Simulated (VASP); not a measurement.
# MnO2 (R-3m) in VASP: single point with LDA

Aim: the single point of MnO2 with LDA.

Everything below comes from runs of VASP 6.6.1. Logs are shortened: lines on timing, memory, paths and dates and some standing lists are left out, and cuts for length are marked.

## Step 1: The cell of the first run

The structure is trigonal, space group R-3m (No. 166). Conventional cell: a = 2.857 Å, b = 2.857 Å, c = 13.752 Å, α = 90.00°, β = 90.00°, γ = 120.00°. Mn (site symmetry -3m) has 6 O at 1.90 Å within 2.5 Å. Within 2.5 Å of O (site symmetry 3m) lie 3 Mn at 1.90 Å.

## Step 2: Single point, LDA, collinear spin, ferromagnetic start

INCAR reads:

```
PREC = Accurate
ENCUT = 520
EDIFF = 1E-6
ISMEAR = -1
SIGMA = 0.05
LREAL = F
LASPH = T
NELM = 150
ALGO = Normal
ISIF = 2
LWAVE = F
LCHARG = F
ISPIN = 2
MAGMOM = 2.8 0 0
LORBIT = 11
LMAXMIX = 4
GGA = CA
NBANDS = 24
```

KPOINTS reads:

```
Automatic mesh
0
Gamma
  12 12 12
```

POSCAR reads:

```
MnO2
1.0
    4.8716520000      0.0000000000      0.0000000000
    4.0339788826      2.7313014451      0.0000000000
    4.0339788826      1.2371961624      2.4350263324
Mn O
1 2
Direct
    0.0000000000      0.0000000000      0.0000000000
    0.2643644900      0.2643644900      0.2643644900
    0.7356355100      0.7356355100      0.7356355100
```

Potentials or basis: VASP PAW LDA potentials, release 64 (Mn_pv, O).

Command:

```sh
> cat potpaw_LDA.64/Mn_pv/POTCAR potpaw_LDA.64/O/POTCAR > POTCAR
> mpirun -np 1 vasp_std > vasp.out
```

OUTCAR:

```text
PREC = Accurate
   ENCUT = 520
   EDIFF = 1E-6
   ISMEAR = -1
   LREAL = F
   LASPH = T
   NELM = 150
   ISIF = 2
   ISPIN = 2
   LORBIT = 11
   GGA = CA

 ion  position               nearest neighbor table
   1  0.000  0.000  0.000-   3 1.90   2 1.90   3 1.90   2 1.90   2 1.90   3 1.90
   2  0.264  0.264  0.264-   1 1.90   1 1.90   1 1.90
   3  0.736  0.736  0.736-   1 1.90   1 1.90   1 1.90

  LATTYP: Found a trigonal (rhomboedric) cell.
 ALAT       =     4.8716520000
 COS(alpha) =     0.8280515280

  Lattice vectors:

 A1 = (   4.8716520000,   0.0000000000,   0.0000000000)
 A2 = (   4.0339788826,   2.7313014451,   0.0000000000)
 A3 = (   4.0339788826,   1.2371961624,   2.4350263324)

Analysis of symmetry for initial positions (statically):
=====================================================================
 Subroutine PRICEL returns:
 Original cell was already a primitive cell.

 Routine SETGRP: Setting up the symmetry group for a
 trigonal (rhombohedral) supercell.

 Subroutine GETGRP returns: Found 12 space group operations
 (whereof 12 operations were pure point group operations)
 out of a pool of 12 trial point group operations.

The static configuration has the point symmetry D_3d.

Analysis of symmetry for dynamics (positions and initial velocities):
=====================================================================
 Subroutine PRICEL returns:
 Original cell was already a primitive cell.

 Routine SETGRP: Setting up the symmetry group for a
 trigonal (rhombohedral) supercell.

 Subroutine GETGRP returns: Found 12 space group operations
 (whereof 12 operations were pure point group operations)
 out of a pool of 12 trial point group operations.

The dynamic configuration has the point symmetry D_3d.

Analysis of structural, dynamic, and magnetic symmetry:
=====================================================================
 Subroutine PRICEL returns:
 Original cell was already a primitive cell.

 Routine SETGRP: Setting up the symmetry group for a
 trigonal (rhombohedral) supercell.

 Subroutine GETGRP returns: Found 12 space group operations
 (whereof 12 operations were pure point group operations)
 out of a pool of 12 trial point group operations.

The overall configuration has the point symmetry D_3d.

 Subroutine INISYM returns: Found 12 space group operations
 (whereof 12 operations are pure point group operations),
 and found     1 'primitive' translations

----------------------------------------------------------------------------------------

                                     Primitive cell

  volume of cell :      32.4003

  direct lattice vectors                    reciprocal lattice vectors
     4.871652000  0.000000000  0.000000000     0.205269178 -0.303171050 -0.186022410
     4.033978883  2.731301445  0.000000000     0.000000000  0.366125827 -0.186022410
     4.033978883  1.237196162  2.435026332     0.000000000  0.000000000  0.410673177

  length of vectors
     4.871652000  4.871652000  4.871652000     0.410673177  0.410673177  0.410673177

  position of ions in fractional coordinates (direct lattice)
     0.000000000  0.000000000  0.000000000
     0.264364490  0.264364490  0.264364490
     0.735635510  0.735635510  0.735635510

  ion indices of the primitive-cell ions
   primitive index   ion index
                 1           1
                 2           2
                 3           3

----------------------------------------------------------------------------------------

 KPOINTS: Automatic mesh

Automatic generation of k-mesh.
 Grid dimensions read from file:
 generate k-points for:   12   12   12

 Generating k-lattice:

  Cartesian coordinates                     Fractional coordinates (reciprocal lattice)
     0.017105765 -0.025264254 -0.015501868     0.083333333  0.000000000  0.000000000
     0.000000000  0.030510486 -0.015501868     0.000000000  0.083333333  0.000000000
     0.000000000  0.000000000  0.034222765     0.000000000  0.000000000  0.083333333

  Length of vectors
     0.034222765  0.034222765  0.034222765

  Shift w.r.t. Gamma in fractional coordinates (k-lattice)
     0.000000000  0.000000000  0.000000000

 Subroutine IBZKPT returns following result:
 ===========================================

 Found    189 irreducible k-points:

 Following reciprocal coordinates:
            Coordinates               Weight
  0.000000  0.000000  0.000000      1.000000
  0.083333 -0.000000  0.000000      6.000000
  0.166667  0.000000  0.000000      6.000000
  0.250000  0.000000  0.000000      6.000000
  0.333333  0.000000  0.000000      6.000000
  0.416667 -0.000000  0.000000      6.000000
[... 16 lines left out ...]
  0.500000  0.166667  0.000000     12.000000
 -0.416667  0.166667 -0.000000     12.000000
 [... further k-points ...]
   k-points           NKPTS =    189   k-points in BZ     NKDIM =    189   number of bands    NBANDS=     24
   number of dos      NEDOS =    301   number of ions     NIONS =      3
   total plane-waves  NPLWV =  46656
   dimension x,y,z NGX =    36 NGY =   36 NGZ =   36
   dimension x,y,z NGXF=    72 NGYF=   72 NGZF=   72
   ions per type =               1   2
   NGX,Y,Z   is equivalent  to a cutoff of  12.29, 12.29, 12.29 a.u.
   NGXF,Y,Z  is equivalent  to a cutoff of  24.57, 24.57, 24.57 a.u.
 SYSTEM =  unknown system
   PREC   = accura    normal or accurate (medium, high low for compatibility)
   ISTART =      0    job   : 0-new  1-cont  2-samecut
   ICHARG =      2    charge: 1-file 2-atom 10-const
   ISPIN  =      2    spin polarized calculation?
   LNONCOLLINEAR =      F non collinear calculations
   LSORBIT =      F    spin-orbit coupling
   LASPH  =      T    aspherical Exc in radial PAW
   ENCUT  =  520.0 eV  38.22 Ry    6.18 a.u.   9.06  9.06  9.06*2*pi/ulx,y,z
   NELM   =    150;   NELMIN=  2; NELMDL= -5     # of ELM steps
   EDIFF  = 0.1E-05   stopping-criterion for ELM
   LREAL  =      F    real-space projection
   EDIFFG = 0.1E-04   stopping-criterion for IOM
   NSW    =      0    number of steps for IOM
   IBRION =     -1    ionic relax: 0-MD 1-quasi-New 2-CG
   NFREE  =      0    steps in history (QN), initial steepest desc. (CG)
   ISIF   =      2    stress and relaxation
   ISYM   =      2    0-nonsym 1-usesym 2-fastsym
   POTIM  = 0.5000    time-step for ionic-motion
   TEBEG  =    0.0;   TEEND  =   0.0 temperature during run
   PSTRESS=    0.0 pullay stress
   NELECT =      25.0000    total number of electrons
   NUPDOWN=      -1.0000    fix difference up-down
   EMIN   =  10.00;   EMAX   =-10.00  energy-range for DOS
   EFERMI =   0.00;   METHOD = LEGACY
   ISMEAR =    -1;   SIGMA  =   0.05  broadening in eV -4-tet -1-fermi 0-gaus
   EFERMI_NEDOS =   21; number of points for ismear=-14 and -15
   IALGO  =     38    algorithm
   IMIX   =      4    mixing-type and parameters
     AMIX     =   0.40;   BMIX     =  1.00
     AMIX_MAG =   1.60;   BMIX_MAG =  1.00
  volume/ion in A,a.u.               =      10.80        72.88
  Fermi-wavevector in a.u.,A,eV,Ry     =   1.501545  2.837508 30.676199  2.254637
  Thomas-Fermi vector in A             =   2.612902
   LORBIT       =     11    0 simple, 1 ext, 2 COOP (PROOUT), +10 PAW based schemes
   GGA     = CA    functional components
   LHFCALC =     F    Hartree Fock is set to
   AEXX    =    0.0000 exact exchange contribution
   IVDW    =     0    specifies the selected vdW correction
   LEPSILON=     F    determine dielectric tensor
   LRPA    =     F    only Hartree local field effects (RPA)
 spin polarized calculation
  energy-cutoff  :      520.00
  volume of cell :       32.40
 maximum number of plane-waves:       890
   NGX = 19   NGY = 19   NGZ = 19

 number of electron      25.0000008 magnetization       2.9984844

 Free energy of the ion-electron system (eV)
  ---------------------------------------------------
  ext. energy  EPLUGINS =         0.00000000
  ---------------------------------------------------
  free energy    TOTEN  =       -26.12303989 eV

  energy without entropy =      -26.12266898  energy(sigma->0) =      -26.12285443

 E-fermi :   3.3581     XC(G=0): -11.4628

 val. band max:        3.1593140269   @ k =   0.5000   0.5000   0.4167
 cond. band min:       3.5122138708   @ k =   0.0000   0.0000   0.0000
 fundamental gap:      0.3528998439
 Fermi energy:         3.3580678883

 spin component 1

 k-point     1 :       0.0000    0.0000    0.0000
  band No.  band energies     occupation
      1     -46.7474      1.00000
      2     -46.7473      1.00000
      3     -46.7082      1.00000
      4     -16.4233      1.00000
      5     -13.9958      1.00000
      6      -3.3235      1.00000
[... 16 lines left out ...]
     23      25.9298      0.00000
     24      25.9299      0.00000

 k-point     2 :       0.0833   -0.0000    0.0000
  band No.  band energies     occupation
      1     -46.7588      1.00000
      2     -46.7499      1.00000
      3     -46.7063      1.00000
      4     -16.3289      1.00000
      5     -14.0268      1.00000
      6      -3.2127      1.00000
[... 16 lines left out ...]
     23      25.8301      0.00000
     24      26.9861      0.00000

 k-point     3 :       0.1667    0.0000    0.0000
  band No.  band energies     occupation
      1     -46.7901      1.00000
      2     -46.7570      1.00000
      3     -46.7011      1.00000
      4     -16.0632      1.00000
      5     -14.1109      1.00000
      6      -3.0915      1.00000
[... 16 lines left out ...]
     23      25.5988      0.00000
     24      26.4612      0.00000
[... 514 lines left out ...]
 k-point    23 :       0.5000    0.1667    0.0000
  band No.  band energies     occupation
      1     -46.8945      1.00000
      2     -46.8080      1.00000
      3     -46.6800      1.00000
      4     -14.7881      1.00000
      5     -14.4744      1.00000
      6      -3.3488      1.00000
[... 16 lines left out ...]
     23      23.5900      0.00000
     24      24.9321      0.00000

 k-point    24 :      -0.4167    0.1667   -0.0000
  band No.  band energies     occupation
      1     -46.9019      1.00000
      2     -46.8126      1.00000
      3     -46.6784      1.00000
      4     -14.6699      1.00000
      5     -14.5078      1.00000
      6      -3.4985      1.00000
[... 16 lines left out ...]
     23      23.4524      0.00000
     24      24.9360      0.00000

 [... further k-points ...]

 spin component 2

 k-point     1 :       0.0000    0.0000    0.0000
  band No.  band energies     occupation
      1     -43.9671      1.00000
      2     -43.9671      1.00000
      3     -43.8082      1.00000
      4     -16.2141      1.00000
      5     -13.8251      1.00000
      6      -2.5897      1.00000
[... 16 lines left out ...]
     23      26.5970      0.00000
     24      26.5970      0.00000

 k-point     2 :       0.0833   -0.0000    0.0000
  band No.  band energies     occupation
      1     -43.9806      1.00000
      2     -43.9701      1.00000
      3     -43.8058      1.00000
      4     -16.1198      1.00000
      5     -13.8534      1.00000
      6      -2.4764      1.00000
[... 16 lines left out ...]
     23      26.4562      0.00000
     24      27.4420      0.00000

 k-point     3 :       0.1667    0.0000    0.0000
  band No.  band energies     occupation
      1     -44.0173      1.00000
      2     -43.9782      1.00000
      3     -43.7994      1.00000
      4     -15.8549      1.00000
      5     -13.9304      1.00000
      6      -2.2948      1.00000
[... 16 lines left out ...]
     23      26.1156      0.00000
     24      26.8670      0.00000
[... 514 lines left out ...]
 k-point    23 :       0.5000    0.1667    0.0000
  band No.  band energies     occupation
      1     -44.1397      1.00000
      2     -44.0375      1.00000
      3     -43.7731      1.00000
      4     -14.5849      1.00000
      5     -14.2746      1.00000
      6      -2.6839      1.00000
[... 16 lines left out ...]
     23      24.0844      0.00000
     24      25.3111      0.00000

 k-point    24 :      -0.4167    0.1667   -0.0000
  band No.  band energies     occupation
      1     -44.1483      1.00000
      2     -44.0429      1.00000
      3     -43.7711      1.00000
      4     -14.4625      1.00000
      5     -14.3121      1.00000
      6      -2.8454      1.00000
[... 16 lines left out ...]
     23      23.9226      0.00000
     24      25.3324      0.00000

 [... further k-points ...]
[... 5 lines left out ...]
  --------------------------------------------------------------------------------------
  -------------------------------------------------------------------------------------
  Total       -1.2608625     -1.7499710     -1.7816345      0.1655813      0.0311597      0.1015988
  in kB      -62.3488952    -86.5350177    -88.1007577      8.1878950      1.5408301      5.0240020
  external PRESSURE =     -78.9948902 kB  Pullay stress =       0.0000000 kB

 VOLUME and BASIS-vectors are now :
 -----------------------------------------------------------------------------
  energy-cutoff  :      520.00
  volume of cell :       32.40
      direct lattice vectors                 reciprocal lattice vectors
     4.871652000  0.000000000  0.000000000     0.205269178 -0.303171050 -0.186022410
     4.033978883  2.731301445  0.000000000     0.000000000  0.366125827 -0.186022410
     4.033978883  1.237196162  2.435026332     0.000000000  0.000000000  0.410673177

 POSITION                                       TOTAL-FORCE (eV/Angst)
 -----------------------------------------------------------------------------------
      0.00000      0.00000      0.00000         0.000000      0.000000      0.000000
      3.42077      1.04913      0.64373         0.428770      0.131501      0.080688
      9.51884      2.91937      1.79129        -0.428770     -0.131501     -0.080688
 -----------------------------------------------------------------------------------
    total drift:                                0.000000     -0.000000      0.000000

  FREE ENERGIE OF THE ION-ELECTRON SYSTEM (eV)
  ---------------------------------------------------
  free  energy   TOTEN  =       -26.1230398861 eV

  energy  without entropy=      -26.1226689764  energy(sigma->0) =      -26.12285443

 total charge

# of ion       s       p       d       tot
------------------------------------------
    1        0.358   6.470   4.955  11.783
    2        1.570   3.391   0.000   4.961
    3        1.570   3.391   0.000   4.961
--------------------------------------------------
tot          3.498  13.251   4.955  21.704

 magnetization (x)

# of ion       s       p       d       tot
------------------------------------------
    1        0.029   0.036   2.719   2.784
    2        0.004   0.056   0.000   0.060
    3        0.004   0.056   0.000   0.060
--------------------------------------------------
tot          0.037   0.148   2.719   2.905
```

Wall time 15 min (1 thread of Oxide Virtual Turin-like, shared host); peak memory 0.3 GiB.

Results:

* Free energy: -26.1230 eV
* Pressure: -7.9 GPa
* Largest force: 0.456 eV/Å
* Band gap on the k mesh: 0.35 eV, indirect (least direct gap 0.39 eV)
* Net moment: 3.00 μB per cell
* Site moments: Mn +2.78; O +0.06 μB
* Valence electrons inside the program's atomic spheres: Mn 11.78; O 4.96

Forces in eV/Å, atoms in the order of the input:
```
Mn   0.000  0.000  0.000
O    0.429  0.132  0.081
O   -0.429 -0.132 -0.081
```

Levels at points of the mesh, in eV from the valence-band top:
Spin up:
| k point | band 12 | band 13 | band 14 | band 15 | band 16 | band 17 |
| --- | --- | --- | --- | --- | --- | --- |
| (0.00, 0.00, 0.00) | -1.62 | -1.35 | -0.28 | 2.69 | 2.69 | 6.84 |
| (0.50, 0.00, 0.00) | -1.74 | -1.70 | -0.93 | 1.86 | 2.50 | 11.59 |
| (0.50, 0.50, 0.00) | -1.79 | -1.74 | -1.05 | 2.09 | 2.59 | 10.73 |
| (0.50, 0.50, 0.50) | -1.67 | -1.67 | -0.04 | 2.72 | 2.72 | 8.89 |
Spin down:
| k point | band 8 | band 9 | band 10 | band 11 | band 12 | band 13 | band 14 | band 15 |
| --- | --- | --- | --- | --- | --- | --- | --- | --- |
| (0.00, 0.00, 0.00) | -5.23 | -1.47 | -1.47 | -1.15 | 0.35 | 0.35 | 2.06 | 4.06 |
| (0.50, 0.00, 0.00) | -4.46 | -3.60 | -2.87 | -2.24 | 0.82 | 1.11 | 1.44 | 3.45 |
| (0.50, 0.50, 0.00) | -4.39 | -2.98 | -2.98 | -1.95 | 0.60 | 1.11 | 1.44 | 3.59 |
| (0.50, 0.50, 0.50) | -4.76 | -2.58 | -1.53 | -1.53 | 0.36 | 0.36 | 2.11 | 4.08 |

Caveat: a cell with one magnetic atom can't hold antiferromagnetic order, which such compounds often take. A k mesh can miss the band edges.
